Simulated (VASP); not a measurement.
A run of VASP 6.6.1:

Contents of INCAR:

```
ALGO = Normal
EDIFF = 1E-6
ENCUT = 520
ISIF = 2
ISMEAR = -1
LASPH = True
LCHARG = False
LREAL = False
LWAVE = False
NBANDS = 14
NELM = 60
PREC = Accurate
SIGMA = 0.05
```

Contents of KPOINTS:

```
k-points
0
Gamma
  13 13 13
```

File POSCAR:

```
TiB
1.0
    0.0000000000      2.0868989040      2.0868989040
    2.0868989040      0.0000000000      2.0868989040
    2.0868989040      2.0868989040      0.0000000000
Ti B
1 1
Direct
    0.7500000000      0.7500000000      0.7500000000
    0.0000000000      0.0000000000      0.0000000000
```

Potentials or basis: VASP PAW LDA potentials, release 64 (Ti_sv, B).

Launch:

```bash
$ cat potpaw_LDA.64/Ti_sv/POTCAR potpaw_LDA.64/B/POTCAR > POTCAR
$ mpirun -np 1 vasp_std > vasp.out
```

Hardware: 1 thread of AMD EPYC 9R45 96-Core Processor (Zen 5), on a shared host.

**Question.** How long does it take, and how much memory?

**Answer.** Run time: 13 s on 1 thread of AMD EPYC 9R45 96-Core Processor (Zen 5) (shared host), peak memory 0.11 GiB. Counts: scf iterations 14, k points 84.
